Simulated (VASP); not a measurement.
# TiC53 (a cell with a defect) in VASP: single point with PBE

Aim: the single point of TiC53 (a cell with a defect) with PBE.

Everything below comes from runs of VASP 6.6.1. Logs are shortened: lines on timing, memory, paths and dates and some standing lists are left out, and cuts for length are marked.

### Step 1. The cell of the first run

The cell holds a defect, 54 atoms: a = 7.566 Å, b = 7.566 Å, c = 7.566 Å, α = 60.00°, β = 60.00°, γ = 60.00°.

### Step 2. Single point, PBE

INCAR

```
PREC = Accurate ; ENCUT = 520
EDIFF = 1E-6 ; ISMEAR = -1
SIGMA = 0.01 ; LREAL = Auto
LASPH = True ; NELM = 80
ALGO = Normal ; ISIF = 2
LWAVE = False ; LCHARG = False
GGA = PE ; NBANDS = 145
```

KPOINTS

```
regular mesh
0
Gamma
  3 3 3
```

POSCAR

```
TiC53
1.0
    0.0000000000      5.3501100000      5.3501100000
    5.3501100000      0.0000000000      5.3501100000
    5.3501100000      5.3501100000      0.0000000000
Ti C
1 53
Direct
    0.0000000000      0.0000000000      0.0000000000
    0.0011858682      0.0011858682      0.3361168521
    0.0011858682      0.0011858682      0.6615114114
    0.0011858682      0.3361168521      0.0011858682
   -0.0008208351      0.3336069450      0.3336069450
    0.0011858682      0.3361168521      0.6615114114
    0.0011858682      0.6615114114      0.0011858682
    0.0011858682      0.6615114114      0.3361168521
    0.0003713163      0.6665428946      0.6665428946
    0.3361168521      0.0011858682      0.0011858682
    0.3336069450     -0.0008208351      0.3336069450
    0.3361168521      0.0011858682      0.6615114114
    0.3336069450      0.3336069450     -0.0008208351
    0.3336069450      0.3336069450      0.3336069450
    0.3335667703      0.3335667703      0.6664332297
    0.3361168521      0.6615114114      0.0011858682
    0.3335667703      0.6664332297      0.3335667703
    0.3335667703      0.6664332297      0.6664332297
    0.6615114114      0.0011858682      0.0011858682
    0.6615114114      0.0011858682      0.3361168521
    0.6665428946      0.0003713163      0.6665428946
    0.6615114114      0.3361168521      0.0011858682
    0.6664332297      0.3335667703      0.3335667703
    0.6664332297      0.3335667703      0.6664332297
    0.6665428946      0.6665428946      0.0003713163
    0.6664332297      0.6664332297      0.3335667703
    0.6665428946      0.6665428946      0.6665428946
    0.0983596057      0.0983596057      0.0983596057
    0.0821880599      0.0821880599      0.4178119401
    0.0983596057      0.0983596057      0.7049211829
    0.0821880599      0.4178119401      0.0821880599
    0.0821880599      0.4178119401      0.4178119401
    0.0842255030      0.4164729458      0.7496507756
    0.0983596057      0.7049211829      0.0983596057
    0.0842255030      0.7496507756      0.4164729458
    0.0842255030      0.7496507756      0.7496507756
    0.4178119401      0.0821880599      0.0821880599
    0.4178119401      0.0821880599      0.4178119401
    0.4164729458      0.0842255030      0.7496507756
    0.4178119401      0.4178119401      0.0821880599
    0.4167397091      0.4167397091      0.4167397091
    0.4167397091      0.4167397091      0.7497808728
    0.4164729458      0.7496507756      0.0842255030
    0.4167397091      0.7497808728      0.4167397091
    0.4164729458      0.7496507756      0.7496507756
    0.7049211829      0.0983596057      0.0983596057
    0.7496507756      0.0842255030      0.4164729458
    0.7496507756      0.0842255030      0.7496507756
    0.7496507756      0.4164729458      0.0842255030
    0.7497808728      0.4167397091      0.4167397091
    0.7496507756      0.4164729458      0.7496507756
    0.7496507756      0.7496507756      0.0842255030
    0.7496507756      0.7496507756      0.4164729458
    0.7500000000      0.7500000000      0.7500000000
```

Potentials or basis: VASP PAW PBE potentials, release 64 (Ti_sv, C).

On the command line:

```bash
$ cat potpaw_PBE.64/Ti_sv/POTCAR potpaw_PBE.64/C/POTCAR > POTCAR
$ mpirun -np 1 vasp_std > vasp.out
```

OUTCAR:

```text
PREC = Accurate
   ENCUT = 520
   EDIFF = 1E-6
   ISMEAR = -1
   LREAL = Auto
   LASPH = True
   NELM = 80
   ISIF = 2
   GGA = PE

 ion  position               nearest neighbor table
   1  0.000  0.000  0.000-  28 1.82  30 1.82  34 1.82  46 1.82
   2  0.001  0.001  0.336-  28 1.49  29 1.51  35 1.55  47 1.55
   3  0.001  0.001  0.662-  30 1.49  29 1.51  36 1.55  48 1.55
   4  0.001  0.336  0.001-  28 1.49  31 1.51  33 1.55  49 1.55
   5  0.999  0.334  0.334-  50 1.54  31 1.55  29 1.55  32 1.55
   6  0.001  0.336  0.662-  30 1.49  32 1.51  51 1.55  33 1.55
[... 46 lines left out ...]
  53  0.750  0.750  0.416-  26 1.54  27 1.54   8 1.55  20 1.55
  54  0.750  0.750  0.750-  27 1.55  21 1.55  25 1.55   9 1.55

  LATTYP: Found a face centered cubic cell.
 ALAT       =    10.7002200000

  Lattice vectors:

 A1 = (   0.0000000000,   5.3501100000,   5.3501100000)
 A2 = (   5.3501100000,   0.0000000000,   5.3501100000)
 A3 = (   5.3501100000,   5.3501100000,   0.0000000000)

Analysis of symmetry for initial positions (statically):
=====================================================================
 Subroutine PRICEL returns:
 Original cell was already a primitive cell.

 Routine SETGRP: Setting up the symmetry group for a
 face centered cubic supercell.

 Subroutine GETGRP returns: Found 24 space group operations
 (whereof 24 operations were pure point group operations)
 out of a pool of 48 trial point group operations.

The static configuration has the point symmetry T_d .

Analysis of symmetry for dynamics (positions and initial velocities):
=====================================================================
 Subroutine PRICEL returns:
 Original cell was already a primitive cell.

 Routine SETGRP: Setting up the symmetry group for a
 face centered cubic supercell.

 Subroutine GETGRP returns: Found 24 space group operations
 (whereof 24 operations were pure point group operations)
 out of a pool of 48 trial point group operations.

The dynamic configuration has the point symmetry T_d .

 Subroutine INISYM returns: Found 24 space group operations
 (whereof 24 operations are pure point group operations),
 and found     1 'primitive' translations

----------------------------------------------------------------------------------------

                                     Primitive cell

  volume of cell :     306.2796

  direct lattice vectors                    reciprocal lattice vectors
     0.000000000  5.350110000  5.350110000    -0.093456022  0.093456022  0.093456022
     5.350110000  0.000000000  5.350110000     0.093456022 -0.093456022  0.093456022
     5.350110000  5.350110000  0.000000000     0.093456022  0.093456022 -0.093456022

  length of vectors
     7.566198122  7.566198122  7.566198122     0.161870579  0.161870579  0.161870579

  position of ions in fractional coordinates (direct lattice)
     0.000000000  0.000000000  0.000000000
     0.001185868  0.001185868  0.336116852
     0.001185868  0.001185868  0.661511411
     0.001185868  0.336116852  0.001185868
     0.999179165  0.333606945  0.333606945
     0.001185868  0.336116852  0.661511411
[... 46 lines left out ...]
     0.749650776  0.749650776  0.416472946
     0.750000000  0.750000000  0.750000000

  ion indices of the primitive-cell ions
   primitive index   ion index
                 1           1
                 2           2
                 3           3
                 4           4
                 5           5
                 6           6
[... 46 lines left out ...]
                53          53
                54          54

----------------------------------------------------------------------------------------

 KPOINTS: regular mesh

Automatic generation of k-mesh.
 Grid dimensions read from file:
 generate k-points for:    3    3    3

 Generating k-lattice:

  Cartesian coordinates                     Fractional coordinates (reciprocal lattice)
    -0.031152007  0.031152007  0.031152007     0.333333333  0.000000000  0.000000000
     0.031152007 -0.031152007  0.031152007     0.000000000  0.333333333  0.000000000
     0.031152007  0.031152007 -0.031152007     0.000000000  0.000000000  0.333333333

  Length of vectors
     0.053956860  0.053956860  0.053956860

  Shift w.r.t. Gamma in fractional coordinates (k-lattice)
     0.000000000  0.000000000  0.000000000

 Subroutine IBZKPT returns following result:
 ===========================================

 Found      4 irreducible k-points:

 Following reciprocal coordinates:
            Coordinates               Weight
  0.000000  0.000000  0.000000      1.000000
  0.333333  0.000000  0.000000      8.000000
  0.333333  0.333333  0.000000      6.000000
 -0.333333  0.333333  0.000000     12.000000
   k-points           NKPTS =      4   k-points in BZ     NKDIM =      4   number of bands    NBANDS=    145
   number of dos      NEDOS =    301   number of ions     NIONS =     54
   total plane-waves  NPLWV = 175616
   dimension x,y,z NGX =    56 NGY =   56 NGZ =   56
   dimension x,y,z NGXF=   112 NGYF=  112 NGZF=  112
   ions per type =               1  53
   NGX,Y,Z   is equivalent  to a cutoff of  12.30, 12.30, 12.30 a.u.
   NGXF,Y,Z  is equivalent  to a cutoff of  24.61, 24.61, 24.61 a.u.
 SYSTEM =  unknown system
   PREC   = accura    normal or accurate (medium, high low for compatibility)
   ISTART =      0    job   : 0-new  1-cont  2-samecut
   ICHARG =      2    charge: 1-file 2-atom 10-const
   ISPIN  =      1    spin polarized calculation?
   LNONCOLLINEAR =      F non collinear calculations
   LSORBIT =      F    spin-orbit coupling
   LASPH  =      T    aspherical Exc in radial PAW
   ENCUT  =  520.0 eV  38.22 Ry    6.18 a.u.  14.07 14.07 14.07*2*pi/ulx,y,z
   NELM   =     80;   NELMIN=  2; NELMDL= -5     # of ELM steps
   EDIFF  = 0.1E-05   stopping-criterion for ELM
   LREAL  =      T    real-space projection
   EDIFFG = 0.1E-04   stopping-criterion for IOM
   NSW    =      0    number of steps for IOM
   IBRION =     -1    ionic relax: 0-MD 1-quasi-New 2-CG
   NFREE  =      0    steps in history (QN), initial steepest desc. (CG)
   ISIF   =      2    stress and relaxation
   ISYM   =      2    0-nonsym 1-usesym 2-fastsym
   POTIM  = 0.5000    time-step for ionic-motion
   TEBEG  =    0.0;   TEEND  =   0.0 temperature during run
   PSTRESS=    0.0 pullay stress
   NELECT =     224.0000    total number of electrons
   NUPDOWN=      -1.0000    fix difference up-down
   EMIN   =  10.00;   EMAX   =-10.00  energy-range for DOS
   EFERMI =   0.00;   METHOD = LEGACY
   ISMEAR =    -1;   SIGMA  =   0.01  broadening in eV -4-tet -1-fermi 0-gaus
   EFERMI_NEDOS =   21; number of points for ismear=-14 and -15
   IALGO  =     38    algorithm
   IMIX   =      4    mixing-type and parameters
     AMIX     =   0.40;   BMIX     =  1.00
     AMIX_MAG =   1.60;   BMIX_MAG =  1.00
  volume/ion in A,a.u.               =       5.67        38.28
  Fermi-wavevector in a.u.,A,eV,Ry     =   1.474975  2.787299 29.600190  2.175553
  Thomas-Fermi vector in A             =   2.589681
   LORBIT       =      0    0 simple, 1 ext, 2 COOP (PROOUT), +10 PAW based schemes
   GGA     = PE    functional components
   LHFCALC =     F    Hartree Fock is set to
   AEXX    =    0.0000 exact exchange contribution
   IVDW    =     0    specifies the selected vdW correction
   LEPSILON=     F    determine dielectric tensor
   LRPA    =     F    only Hartree local field effects (RPA)
 non-spin polarized calculation
  energy-cutoff  :      520.00
  volume of cell :      306.28
 maximum number of plane-waves:      8291
   NGX = 29   NGY = 29   NGZ = 29

 number of electron     223.9999987 magnetization

 Free energy of the ion-electron system (eV)
  ---------------------------------------------------
  ext. energy  EPLUGINS =         0.00000000
  ---------------------------------------------------
  free energy    TOTEN  =      -479.86774981 eV

  energy without entropy =     -479.86774981  energy(sigma->0) =     -479.86774981

 E-fermi :  10.8043     XC(G=0): -13.3453

 val. band max:       10.3783145415   @ k =  -0.3333   0.3333   0.0000
 cond. band min:      12.7380802990   @ k =   0.0000   0.0000   0.0000
 fundamental gap:      2.3597657575
 Fermi energy:        10.8043296362

 k-point     1 :       0.0000    0.0000    0.0000
  band No.  band energies     occupation
      1     -44.6065      2.00000
      2     -21.2316      2.00000
      3     -21.2316      2.00000
      4     -21.2316      2.00000
      5     -11.4723      2.00000
      6      -8.6950      2.00000
[... 116 lines left out ...]
    123      15.3266      0.00000
    124      16.0138      0.00000

 k-point     2 :       0.3333    0.0000    0.0000
  band No.  band energies     occupation
      1     -44.6065      2.00000
      2     -21.2317      2.00000
      3     -21.2316      2.00000
      4     -21.2316      2.00000
      5     -11.1360      2.00000
      6     -10.1222      2.00000
[... 116 lines left out ...]
    123      15.6330      0.00000
    124      16.1431      0.00000

 k-point     3 :       0.3333    0.3333    0.0000
  band No.  band energies     occupation
      1     -44.6065      2.00000
      2     -21.2317      2.00000
      3     -21.2316      2.00000
      4     -21.2316      2.00000
      5     -11.0238      2.00000
      6      -9.7214      2.00000
[... 116 lines left out ...]
    123      16.2005      0.00000
    124      16.2005      0.00000

 k-point     4 :      -0.3333    0.3333    0.0000
  band No.  band energies     occupation
      1     -44.6065      2.00000
      2     -21.2317      2.00000
      3     -21.2317      2.00000
      4     -21.2316      2.00000
      5     -10.6018      2.00000
      6     -10.3146      2.00000
[... 116 lines left out ...]
    123      16.3166      0.00000
    124      16.4482      0.00000
 [bands above 124 left out]

------------------------ aborting loop because EDIFF is reached ----------------------------------------

  FORCE on cell =-STRESS in cart. coord.  units (eV):
  Direction    XX          YY          ZZ          XY          YZ          ZX
  --------------------------------------------------------------------------------------
  -------------------------------------------------------------------------------------
  Total       38.5357422     38.5357422     38.5357422      0.0000000      0.0000000     -0.0000000
  in kB      201.5840569    201.5840569    201.5840569      0.0000000      0.0000000     -0.0000000
  external PRESSURE =     201.5840569 kB  Pullay stress =       0.0000000 kB

 VOLUME and BASIS-vectors are now :
 -----------------------------------------------------------------------------
  energy-cutoff  :      520.00
  volume of cell :      306.28
      direct lattice vectors                 reciprocal lattice vectors
     0.000000000  5.350110000  5.350110000    -0.093456022  0.093456022  0.093456022
     5.350110000  0.000000000  5.350110000     0.093456022 -0.093456022  0.093456022
     5.350110000  5.350110000  0.000000000     0.093456022  0.093456022 -0.093456022

 POSITION                                       TOTAL-FORCE (eV/Angst)
 -----------------------------------------------------------------------------------
      0.00000      0.00000      0.00000         0.000000      0.000000      0.000000
      1.80461      1.80461      0.01269         0.001866      0.001866     -0.022528
      3.54550      3.54550      0.01269        -0.001866     -0.001866     -0.022528
      1.80461      0.01269      1.80461         0.001866     -0.022528      0.001866
      3.56967      7.13055      7.13055        -0.001147      0.001147      0.001147
      5.33742      3.54550      1.80461         0.022528     -0.001866      0.001866
[... 46 lines left out ...]
      6.23889      6.23889      8.02143        -0.005043     -0.005043      0.006119
      8.02516      8.02516      8.02516         0.000000      0.000000      0.000000
 -----------------------------------------------------------------------------------
    total drift:                               -0.000002     -0.000002     -0.000001

  FREE ENERGIE OF THE ION-ELECTRON SYSTEM (eV)
  ---------------------------------------------------
  free  energy   TOTEN  =      -479.8677498091 eV

  energy  without entropy=     -479.8677498091  energy(sigma->0) =     -479.86774981
```

It took 12 min on 1 thread of AMD EPYC 7R13, shared host; peak memory 0.44 GiB.

What came out:

```
Free energy            : -479.8677 eV
Pressure               : 20.2 GPa
Largest force          : 0.116 eV/Å
Band gap on the k mesh : 2.36 eV
```

Forces on the atoms (eV/Å):
```
Ti   0.000  0.000  0.000
C    0.002  0.002 -0.023
C   -0.002 -0.002 -0.023
C    0.002 -0.023  0.002
C   -0.001  0.001  0.001
C    0.023 -0.002  0.002
C   -0.002 -0.023 -0.002
C    0.023  0.002 -0.002
C   -0.003  0.003  0.003
C   -0.023  0.002  0.002
C    0.001 -0.001  0.001
C   -0.002  0.023  0.002
C    0.001  0.001 -0.001
C   -0.001 -0.001 -0.001
C    0.000  0.000  0.006
C   -0.002  0.002  0.023
C    0.000  0.006  0.000
C   -0.006  0.000  0.000
C   -0.023 -0.002 -0.002
C    0.002  0.023 -0.002
C    0.003 -0.003  0.003
C    0.002 -0.002  0.023
C    0.006  0.000  0.000
C    0.000 -0.006  0.000
C    0.003  0.003 -0.003
C    0.000  0.000 -0.006
C   -0.003 -0.003 -0.003
C   -0.067 -0.067 -0.067
C    0.000  0.000  0.016
C    0.067  0.067 -0.067
C    0.000  0.016  0.000
C   -0.016  0.000  0.000
C   -0.005  0.005 -0.006
C    0.067 -0.067  0.067
C   -0.005 -0.006  0.005
C    0.006  0.005  0.005
C    0.016  0.000  0.000
C    0.000 -0.016  0.000
C    0.005 -0.005 -0.006
C    0.000  0.000 -0.016
C   -0.003 -0.003 -0.003
C    0.003  0.003 -0.003
C    0.005 -0.006 -0.005
C    0.003 -0.003  0.003
C    0.006 -0.005 -0.005
C   -0.067  0.067  0.067
C   -0.006 -0.005  0.005
C    0.005  0.006  0.005
C   -0.006  0.005 -0.005
C   -0.003  0.003  0.003
C   -0.005  0.006 -0.005
C    0.005  0.005  0.006
C   -0.005 -0.005  0.006
C    0.000  0.000  0.000
```
